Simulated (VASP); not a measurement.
Set up this calculation in VASP 6.6.1, as the native input.

* Task: single point
* Functional: PBEsol
* Potentials or basis: VASP PAW PBE potentials, release 64 (Cs_sv, I)
* Cutoff: 500 eV
* k mesh: 10 × 10 × 10
* Occupations: fermi-dirac, width 0.1 eV
* Spin: no spin polarisation
* Dipole correction: no
* Further INCAR settings: ALGO = Normal; EDIFF = 1e-06; NBANDS = 15

The structure of CsI lies in POSCAR:

```
CsI
1.0
    4.5031926371      0.0000000000      0.0000000000
    0.0000000000      4.5031926371      0.0000000000
    0.0000000000      0.0000000000      4.5031926371
Cs I
1 1
Direct
    0.0000000000      0.0000000000      0.0000000000
    0.5000000000      0.5000000000      0.5000000000
```

These files were run (other wordings do the same):

INCAR

```
SYSTEM = CsI
  ALGO = Normal
  EDIFF = 1E-6
  ENCUT = 500
  GGA = PS
  GGA_COMPAT = .False.
  ISIF = 2
  ISMEAR = -1
  LASPH = .True.
  LCHARG = .False.
  LREAL = .False.
  LWAVE = .False.
  NBANDS = 15
  NELM = 120
  PREC = Accurate
  SIGMA = 0.1
```

KPOINTS

```
k-points
0
Gamma
  10 10 10
  0 0 0
```

Potentials or basis: VASP PAW PBE potentials, release 64 (Cs_sv, I).

Command:

```sh
$ cat potpaw_PBE.64/Cs_sv/POTCAR potpaw_PBE.64/I/POTCAR > POTCAR
$ mpirun -np 1 vasp_std > vasp.out
```

Results of the run:

The pressure is 0.1 GPa and the band gap on the k mesh is 3.84 eV (least direct gap 3.92 eV).

Caveat: the PAW data sets were made with another functional, which shifts forces and pressure a little; spin-orbit coupling is left out, which moves the levels of the heavy elements.

It took 78 s on 1 thread of Intel Xeon 8259CL (shared host), peak memory 0.25 GiB.
